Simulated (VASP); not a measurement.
# SrO (P6_3/mmc) in VASP: notebook

SrO is run at these levels: r2SCAN; tasks: single point.

Everything below comes from runs of VASP 6.6.1. Logs are shortened: lines on timing, memory, paths and dates and some standing lists are left out, and cuts for length are marked.

### Step 1. The cell of the first run

It takes space group P6_3/mmc (No. 194, hexagonal). Conventional cell: a = 3.481 Å, b = 3.481 Å, c = 6.090 Å, α = 90.00°, β = 90.00°, γ = 120.00°. Within 3.3 Å of Sr (site symmetry -6m2) lie 6 O at 2.52 Å. Within 3.3 Å of O (site symmetry -3m) lie 6 Sr at 2.52 Å and 2 O at 3.05 Å.

### Step 2. Single point, r2SCAN

POSCAR

```
SrO
1.0
    3.4807516534      0.0000000000      0.0000000000
   -1.7403758267      3.0144193562      0.0000000000
    0.0000000000      0.0000000000      6.0903846125
Sr O
2 2
Direct
    0.6666666667      0.3333333333      0.7500000000
    0.3333333333      0.6666666667      0.2500000000
    0.0000000000      0.0000000000      0.5000000000
    0.0000000000      0.0000000000      0.0000000000
```

INCAR.step1

```
SYSTEM = SrO
  PREC = Accurate
  ENCUT = 520
  ISMEAR = -1
  SIGMA = 0.05
  LREAL = .FALSE.
  LASPH = .TRUE.
  NELM = 100
  NBANDS = 24
  GGA = PE
  ALGO = Normal
  EDIFF = 1E-4
  LWAVE = .TRUE.
  LCHARG = .FALSE.
```

INCAR.step2

```
SYSTEM = SrO
  PREC = Accurate
  ENCUT = 520
  EDIFF = 1E-7
  ISMEAR = -1
  SIGMA = 0.05
  LREAL = .FALSE.
  LASPH = .TRUE.
  NELM = 100
  ALGO = Normal
  ISIF = 2
  LWAVE = .FALSE.
  LCHARG = .TRUE.
  METAGGA = R2SCAN
  LMIXTAU = .TRUE.
  LELF = .TRUE.
  LVHAR = .TRUE.
  NBANDS = 24
  ISTART = 1
```

KPOINTS

```
regular mesh
0
G
  9 9 5
  0 0 0
```

Potentials or basis: VASP PAW PBE potentials, release 64 (Sr_sv, O).

Run with:

```bash
> cat potpaw_PBE.64/Sr_sv/POTCAR potpaw_PBE.64/O/POTCAR > POTCAR
> cp INCAR.step1 INCAR
> mpirun -np 1 vasp_std > vasp.out
> cp INCAR.step2 INCAR
> mpirun -np 1 vasp_std > vasp.out
```

OUTCAR:

```text
SYSTEM = SrO
   PREC = Accurate
   ENCUT = 520
   EDIFF = 1E-7
   ISMEAR = -1
   LREAL = .FALSE.
   LASPH = .TRUE.
   NELM = 100
   ISIF = 2
   METAGGA = R2SCAN
   ISTART = 1

 ion  position               nearest neighbor table
   1  0.667  0.333  0.750-   3 2.52   4 2.52   3 2.52   4 2.52   3 2.52   4 2.52   2 3.65   2 3.65
                             2 3.65   2 3.65   2 3.65   2 3.65   2 5.04   2 5.04   2 5.04   2 5.04
   2  0.333  0.667  0.250-   3 2.52   4 2.52   3 2.52   4 2.52   3 2.52   4 2.52   1 3.65   1 3.65
                             1 3.65   1 3.65   1 3.65   1 3.65   1 5.04   1 5.04   1 5.04   1 5.04
   3  0.000  0.000  0.500-   1 2.52   2 2.52   1 2.52   2 2.52   1 2.52   2 2.52
   4  0.000  0.000  0.000-   1 2.52   2 2.52   1 2.52   2 2.52   1 2.52   2 2.52

  LATTYP: Found a hexagonal cell.
 ALAT       =     3.4807516534
 C/A-ratio  =     1.7497325920

  Lattice vectors:

 A1 = (   3.4807516534,   0.0000000000,   0.0000000000)
 A2 = (  -1.7403758267,   3.0144193562,   0.0000000000)
 A3 = (   0.0000000000,   0.0000000000,   6.0903846125)

Analysis of symmetry for initial positions (statically):
=====================================================================
 Subroutine PRICEL returns:
 Original cell was already a primitive cell.

 Routine SETGRP: Setting up the symmetry group for a
 hexagonal supercell.

 Subroutine GETGRP returns: Found 24 space group operations
 (whereof 12 operations were pure point group operations)
 out of a pool of 24 trial point group operations.

The static configuration has the point symmetry D_3d.
 The point group associated with its full space group is D_6h.

Analysis of symmetry for dynamics (positions and initial velocities):
=====================================================================
 Subroutine PRICEL returns:
 Original cell was already a primitive cell.

 Routine SETGRP: Setting up the symmetry group for a
 hexagonal supercell.

 Subroutine GETGRP returns: Found 24 space group operations
 (whereof 12 operations were pure point group operations)
 out of a pool of 24 trial point group operations.

The dynamic configuration has the point symmetry D_3d.
 The point group associated with its full space group is D_6h.

 Subroutine INISYM returns: Found 24 space group operations
 (whereof 12 operations are pure point group operations),
 and found     1 'primitive' translations

----------------------------------------------------------------------------------------

                                     Primitive cell

  volume of cell :      63.9030

  direct lattice vectors                    reciprocal lattice vectors
     3.480751653  0.000000000  0.000000000     0.287294268  0.165869423  0.000000000
    -1.740375827  3.014419356  0.000000000     0.000000000  0.331738846  0.000000000
     0.000000000  0.000000000  6.090384613     0.000000000  0.000000000  0.164193243

  length of vectors
     3.480751653  3.480751653  6.090384613     0.331738846  0.331738846  0.164193243

  position of ions in fractional coordinates (direct lattice)
     0.666666667  0.333333333  0.750000000
     0.333333333  0.666666667  0.250000000
     0.000000000  0.000000000  0.500000000
     0.000000000  0.000000000  0.000000000

  ion indices of the primitive-cell ions
   primitive index   ion index
                 1           1
                 2           2
                 3           3
                 4           4

----------------------------------------------------------------------------------------

 KPOINTS: regular mesh

Automatic generation of k-mesh.
 Grid dimensions read from file:
 generate k-points for:    9    9    5

 Generating k-lattice:

  Cartesian coordinates                     Fractional coordinates (reciprocal lattice)
     0.031921585  0.018429936  0.000000000     0.111111111 -0.000000000  0.000000000
     0.000000000  0.036859872  0.000000000     0.000000000  0.111111111  0.000000000
     0.000000000  0.000000000  0.032838649     0.000000000  0.000000000  0.200000000

  Length of vectors
     0.036859872  0.036859872  0.032838649

  Shift w.r.t. Gamma in fractional coordinates (k-lattice)
     0.000000000  0.000000000  0.000000000

 Subroutine IBZKPT returns following result:
 ===========================================

 Found     36 irreducible k-points:

 Following reciprocal coordinates:
            Coordinates               Weight
  0.000000  0.000000  0.000000      1.000000
  0.111111 -0.000000  0.000000      6.000000
  0.222222  0.000000  0.000000      6.000000
  0.333333  0.000000  0.000000      6.000000
  0.444444  0.000000  0.000000      6.000000
  0.111111  0.111111  0.000000      6.000000
[... 16 lines left out ...]
  0.333333  0.222222  0.200000     24.000000
  0.333333  0.333333  0.200000      4.000000
 [... further k-points ...]
   k-points           NKPTS =     36   k-points in BZ     NKDIM =     36   number of bands    NBANDS=     24
   number of dos      NEDOS =    301   number of ions     NIONS =      4
   total plane-waves  NPLWV =  37632
   dimension x,y,z NGX =    28 NGY =   28 NGZ =   48
   dimension x,y,z NGXF=    56 NGYF=   56 NGZF=   96
   ions per type =               2   2
   NGX,Y,Z   is equivalent  to a cutoff of  13.37, 13.37, 13.10 a.u.
   NGXF,Y,Z  is equivalent  to a cutoff of  26.75, 26.75, 26.20 a.u.
 SYSTEM =  SrO
   PREC   = accura    normal or accurate (medium, high low for compatibility)
   ISTART =      1    job   : 0-new  1-cont  2-samecut
   ICHARG =      0    charge: 1-file 2-atom 10-const
   ISPIN  =      1    spin polarized calculation?
   LNONCOLLINEAR =      F non collinear calculations
   LSORBIT =      F    spin-orbit coupling
   LASPH  =      T    aspherical Exc in radial PAW
   ENCUT  =  520.0 eV  38.22 Ry    6.18 a.u.   6.47  6.47 11.32*2*pi/ulx,y,z
   NELM   =    100;   NELMIN=  2; NELMDL=  0     # of ELM steps
   EDIFF  = 0.1E-06   stopping-criterion for ELM
   LREAL  =      F    real-space projection
   EDIFFG = 0.1E-05   stopping-criterion for IOM
   NSW    =      0    number of steps for IOM
   IBRION =     -1    ionic relax: 0-MD 1-quasi-New 2-CG
   NFREE  =      0    steps in history (QN), initial steepest desc. (CG)
   ISIF   =      2    stress and relaxation
   ISYM   =      2    0-nonsym 1-usesym 2-fastsym
   POTIM  = 0.5000    time-step for ionic-motion
   TEBEG  =    0.0;   TEEND  =   0.0 temperature during run
   PSTRESS=    0.0 pullay stress
   NELECT =      32.0000    total number of electrons
   NUPDOWN=      -1.0000    fix difference up-down
   EMIN   =  10.00;   EMAX   =-10.00  energy-range for DOS
   EFERMI =   0.00;   METHOD = LEGACY
   ISMEAR =    -1;   SIGMA  =   0.05  broadening in eV -4-tet -1-fermi 0-gaus
   EFERMI_NEDOS =   21; number of points for ismear=-14 and -15
   IALGO  =     38    algorithm
   IMIX   =      4    mixing-type and parameters
     AMIX     =   0.40;   BMIX     =  1.00
     AMIX_MAG =   1.60;   BMIX_MAG =  1.00
  volume/ion in A,a.u.               =      15.98       107.81
  Fermi-wavevector in a.u.,A,eV,Ry     =   1.300023  2.456687 22.994657  1.690060
  Thomas-Fermi vector in A             =   2.431249
   LORBIT       =      0    0 simple, 1 ext, 2 COOP (PROOUT), +10 PAW based schemes
   METAGGA = R2SCAN    functional components
   LHFCALC =     F    Hartree Fock is set to
   AEXX    =    0.0000 exact exchange contribution
   IVDW    =     0    specifies the selected vdW correction
   LEPSILON=     F    determine dielectric tensor
   LRPA    =     F    only Hartree local field effects (RPA)
 non-spin polarized calculation
  energy-cutoff  :      520.00
  volume of cell :       63.90
 maximum number of plane-waves:      1741
 NGX is ok and might be reduce to    28
   NGX = 13   NGY = 13   NGZ = 23

 number of electron      32.0000006 magnetization

 Free energy of the ion-electron system (eV)
  ---------------------------------------------------
  ext. energy  EPLUGINS =         0.00000000
  ---------------------------------------------------
  free energy    TOTEN  =       -53.66232769 eV

  energy without entropy =      -53.66232769  energy(sigma->0) =      -53.66232769

 E-fermi :   3.2699     XC(G=0): -10.9007

 val. band max:        2.2542187118   @ k =   0.0000   0.0000   0.0000
 cond. band min:       5.7908877593   @ k =   0.4444   0.0000   0.0000
 fundamental gap:      3.5366690475
 Fermi energy:         3.2699112154

 k-point     1 :       0.0000    0.0000    0.0000
  band No.  band energies     occupation
      1     -31.6827      2.00000
      2     -31.5376      2.00000
      3     -15.8907      2.00000
      4     -14.3793      2.00000
      5     -12.6660      2.00000
      6     -12.6660      2.00000
[... 16 lines left out ...]
     23      10.4475      0.00000
     24      11.4405      0.00000

 k-point     2 :       0.1111   -0.0000    0.0000
  band No.  band energies     occupation
      1     -31.6617      2.00000
      2     -31.5250      2.00000
      3     -15.7856      2.00000
      4     -14.6079      2.00000
      5     -12.8047      2.00000
      6     -12.7220      2.00000
[... 16 lines left out ...]
     23      10.6813      0.00000
     24      11.1264      0.00000

 k-point     3 :       0.2222    0.0000    0.0000
  band No.  band energies     occupation
      1     -31.6069      2.00000
      2     -31.4939      2.00000
      3     -15.4838      2.00000
      4     -15.0725      2.00000
      5     -13.1237      2.00000
      6     -12.8343      2.00000
[... 16 lines left out ...]
     23      11.1968      0.00000
     24      11.2822      0.00000
[... 514 lines left out ...]
 k-point    23 :       0.3333    0.2222    0.2000
  band No.  band energies     occupation
      1     -31.4654      2.00000
      2     -31.4419      2.00000
      3     -15.6882      2.00000
      4     -14.6580      2.00000
      5     -13.3645      2.00000
      6     -13.3443      2.00000
[... 16 lines left out ...]
     23      12.4700      0.00000
     24      12.9163      0.00000

 k-point    24 :       0.3333    0.3333    0.2000
  band No.  band energies     occupation
      1     -31.4449      2.00000
      2     -31.4449      2.00000
      3     -15.7071      2.00000
      4     -14.5334      2.00000
      5     -13.4628      2.00000
      6     -13.4628      2.00000
[... 16 lines left out ...]
     23      12.7993      0.00000
     24      12.7993      0.00000

 [... further k-points ...]

------------------------ aborting loop because EDIFF is reached ----------------------------------------

  FORCE on cell =-STRESS in cart. coord.  units (eV):
  Direction    XX          YY          ZZ          XY          YZ          ZX
  --------------------------------------------------------------------------------------
  -------------------------------------------------------------------------------------
  Total        2.4785147      2.4785147      2.9072303      0.0000000     -0.0000000     -0.0000000
  in kB       62.1413451     62.1413451     72.8901086      0.0000000     -0.0000000     -0.0000000
  external PRESSURE =      65.7242663 kB  Pullay stress =       0.0000000 kB

 VOLUME and BASIS-vectors are now :
 -----------------------------------------------------------------------------
  energy-cutoff  :      520.00
  volume of cell :       63.90
      direct lattice vectors                 reciprocal lattice vectors
     3.480751653  0.000000000  0.000000000     0.287294268  0.165869423  0.000000000
    -1.740375827  3.014419356  0.000000000     0.000000000  0.331738846  0.000000000
     0.000000000  0.000000000  6.090384613     0.000000000  0.000000000  0.164193243

 POSITION                                       TOTAL-FORCE (eV/Angst)
 -----------------------------------------------------------------------------------
      1.74038      1.00481      4.56779         0.000000     -0.000000     -0.000000
     -0.00000      2.00961      1.52260        -0.000000      0.000000      0.000000
      0.00000      0.00000      3.04519        -0.000000      0.000000      0.000000
      0.00000      0.00000      0.00000        -0.000000      0.000000      0.000000
 -----------------------------------------------------------------------------------
    total drift:                               -0.000000      0.000000     -0.000000

  FREE ENERGIE OF THE ION-ELECTRON SYSTEM (eV)
  ---------------------------------------------------
  free  energy   TOTEN  =       -53.6623276871 eV

  energy  without entropy=      -53.6623276871  energy(sigma->0) =      -53.66232769
```

Run time: 3.3 min. Hardware: 1 thread of Intel Xeon Platinum 8259CL at 2.50GHz (Skylake/Cascade Lake), shared host; peak memory 0.22 GiB.

What came out:

```
Free energy            : -53.6623 eV
Pressure               : 6.6 GPa
Band gap on the k mesh : 3.54 eV, indirect (least direct gap 3.80 eV)
```

Stress tensor (GPa, compression positive):
```
6.21 0.00 0.00
0.00 6.21 0.00
0.00 0.00 7.29
```

Caveat: the PAW data sets were made with another functional, which shifts forces and pressure a little.

### Step 3. Single point, r2SCAN

This run uses another cell than the first one, of 16.32 Å³/atom, 1.021 times its volume.

POSCAR

```
SrO
1.0
    3.5052647967      0.0000000000      0.0000000000
   -1.7526323983      3.0356483609      0.0000000000
    0.0000000000      0.0000000000      6.1332760581
Sr O
2 2
Direct
    0.6666666667      0.3333333333      0.7500000000
    0.3333333333      0.6666666667      0.2500000000
    0.0000000000      0.0000000000      0.5000000000
    0.0000000000      0.0000000000      0.0000000000
```

INCAR.step1

```
SYSTEM = SrO
PREC = Accurate
ENCUT = 520
ISMEAR = -1
SIGMA = 0.05
LREAL = .False.
LASPH = .True.
NELM = 80
NBANDS = 24
GGA = PE
ALGO = Normal
EDIFF = 1E-4
LWAVE = .True.
LCHARG = .False.
```

INCAR.step2

```
SYSTEM = SrO
PREC = Accurate
ENCUT = 520
EDIFF = 1E-6
ISMEAR = -1
SIGMA = 0.05
LREAL = .False.
LASPH = .True.
NELM = 80
ALGO = Normal
ISIF = 2
LWAVE = .False.
LCHARG = .True.
METAGGA = R2SCAN
LMIXTAU = .True.
LELF = .True.
LVHAR = .True.
NBANDS = 24
ISTART = 1
```

KPOINTS

```
regular mesh
0
Gamma
  9 9 5
  0 0 0
```

Potentials or basis: VASP PAW PBE potentials, release 64 (Sr_sv, O).

Run with:

```bash
> cat potpaw_PBE.64/Sr_sv/POTCAR potpaw_PBE.64/O/POTCAR > POTCAR
> cp INCAR.step1 INCAR
> mpirun -np 1 vasp_std > vasp.out
> cp INCAR.step2 INCAR
> mpirun -np 1 vasp_std > vasp.out
```

OUTCAR:

```text
SYSTEM = SrO
   PREC = Accurate
   ENCUT = 520
   EDIFF = 1E-6
   ISMEAR = -1
   LREAL = .False.
   LASPH = .True.
   NELM = 80
   ISIF = 2
   METAGGA = R2SCAN
   ISTART = 1

 ion  position               nearest neighbor table
   1  0.667  0.333  0.750-   3 2.54   4 2.54   3 2.54   4 2.54   3 2.54   4 2.54   2 3.67   2 3.67
                             2 3.67   2 3.67   2 3.67   2 3.67   2 5.08   2 5.08   2 5.08   2 5.08
   2  0.333  0.667  0.250-   3 2.54   4 2.54   3 2.54   4 2.54   3 2.54   4 2.54   1 3.67   1 3.67
                             1 3.67   1 3.67   1 3.67   1 3.67   1 5.08   1 5.08   1 5.08   1 5.08
[... 854 lines left out ...]
  --------------------------------------------------------------------------------------
  -------------------------------------------------------------------------------------
  Total        1.6107741      1.6107741      1.8849401      0.0000000     -0.0000000      0.0000000
  in kB       39.5439825     39.5439825     46.2746711      0.0000000     -0.0000000      0.0000000
  external PRESSURE =      41.7875454 kB  Pullay stress =       0.0000000 kB

 VOLUME and BASIS-vectors are now :
 -----------------------------------------------------------------------------
  energy-cutoff  :      520.00
  volume of cell :       65.26
      direct lattice vectors                 reciprocal lattice vectors
     3.505264797  0.000000000  0.000000000     0.285285152  0.164709459  0.000000000
    -1.752632398  3.035648361  0.000000000     0.000000000  0.329418919  0.000000000
     0.000000000  0.000000000  6.133276058     0.000000000  0.000000000  0.163045001

 POSITION                                       TOTAL-FORCE (eV/Angst)
 -----------------------------------------------------------------------------------
      1.75263      1.01188      4.59996        -0.000000     -0.000000      0.000000
     -0.00000      2.02377      1.53332         0.000000      0.000000      0.000000
      0.00000      0.00000      3.06664         0.000000      0.000000      0.000000
      0.00000      0.00000      0.00000         0.000000      0.000000      0.000000
 -----------------------------------------------------------------------------------
    total drift:                                0.000000     -0.000000      0.000000

  FREE ENERGIE OF THE ION-ELECTRON SYSTEM (eV)
  ---------------------------------------------------
  free  energy   TOTEN  =       -53.7090135186 eV

  energy  without entropy=      -53.7090135186  energy(sigma->0) =      -53.70901352
```

Run time: 3.2 min. Hardware: 1 thread of Intel Xeon Platinum 8259CL at 2.50GHz (Skylake/Cascade Lake), shared host; peak memory 0.23 GiB.

What came out:

- Free energy: -53.7090 eV
- Pressure: 4.2 GPa
- Band gap on the k mesh: 3.53 eV, indirect (least direct gap 3.79 eV)

Levels at points of the mesh, in eV from the valence-band top:
| k point | band 13 | band 14 | band 15 | band 16 | band 17 | band 18 | band 19 | band 20 |
| --- | --- | --- | --- | --- | --- | --- | --- | --- |
| (0.00, 0.00, 0.00) | -1.11 | -0.86 | -0.86 | 0.00 | 3.92 | 5.55 | 5.72 | 6.83 |

Caveat: the PAW data sets were made with another functional, which shifts forces and pressure a little.
